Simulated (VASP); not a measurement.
Write the native input for VASP 6.6.1 that does the following.

```
Task                   : relaxation of cell and atoms
Functional             : r2SCAN
Potentials or basis    : VASP PAW PBE potentials, release 64 (Mg, O)
Cutoff                 : 600 eV
k mesh                 : 10 × 10 × 10
Occupations            : gaussian, width 0.01 eV
Spin                   : no spin polarisation
Target pressure        : 10 GPa
Dipole correction      : no
Further INCAR settings : ALGO = Normal; EDIFF = 1e-07; IBRION = 2; EDIFFG = -0.002; NSW = 100; ISIF = 3
```

Crystal: MgO.

```
Mg O
1.0
     0.00000    2.10217    2.10217
     2.10217    0.00000    2.10217
     2.10217    2.10217    0.00000
Mg O
1 1
Direct
  0.00000 0.00000 0.00000
  0.50000 0.50000 0.50000
```

These files were run (other wordings do the same):

POSCAR

```
MgO
1.0
    0.0000000000      2.1021666359      2.1021666359
    2.1021666359      0.0000000000      2.1021666359
    2.1021666359      2.1021666359      0.0000000000
Mg O
1 1
Direct
    0.0000000000      0.0000000000      0.0000000000
    0.5000000000      0.5000000000      0.5000000000
```

INCAR.step1

```
  PREC = Accurate
  ENCUT = 600
  ISMEAR = 0
  SIGMA = 0.01
  LREAL = F
  LASPH = T
  NELM = 80
  GGA = PE
  ALGO = Normal
  EDIFF = 1E-4
  LWAVE = T
  LCHARG = F
```

INCAR.step2

```
  PREC = Accurate
  ENCUT = 600
  EDIFF = 1E-7
  ISMEAR = 0
  SIGMA = 0.01
  LREAL = F
  LASPH = T
  NELM = 80
  ALGO = Normal
  ISIF = 3
  LWAVE = F
  LCHARG = F
  METAGGA = R2SCAN
  LMIXTAU = T
  IBRION = 2
  NSW = 100
  EDIFFG = -0.002
  PSTRESS = 100.0
  ISTART = 1
```

KPOINTS

```
Automatic mesh
0
Gamma
  10 10 10
```

Potentials or basis: VASP PAW PBE potentials, release 64 (Mg, O).

The run is started by

```bash
$ cat potpaw_PBE.64/Mg/POTCAR potpaw_PBE.64/O/POTCAR > POTCAR
$ cp INCAR.step1 INCAR
$ mpirun -np 1 vasp_std > vasp.out
$ cp INCAR.step2 INCAR
$ mpirun -np 1 vasp_std > vasp.out
```

Results of the run:

| Item | Value |
| --- | --- |
| Relaxed volume | 8.74 Å³/atom |
| Relaxed cell | a = 2.914 Å, b = 2.914 Å, c = 2.914 Å, α = 60.00°, β = 60.00°, γ = 60.00° |
| Space group after relaxing (to 0.05 Å) | Fm-3m (No. 225) |
| Energy change on relaxing (the enthalpy is what falls) | +13.7 meV/atom |
| Ionic steps | 3 |
| Pressure after relaxing | 10.0 GPa |
| Band gap on the k mesh | 6.30 eV, direct |

Caveat: the cell is relaxed towards a set pressure, so the enthalpy falls and the energy may rise; the PAW data sets were made with another functional, which shifts forces and pressure a little.

Run time: 57 s on 1 thread of Intel(R) Xeon(R) Platinum 8488C (Sapphire Rapids), with other jobs on the host, peak memory 0.15 GiB.
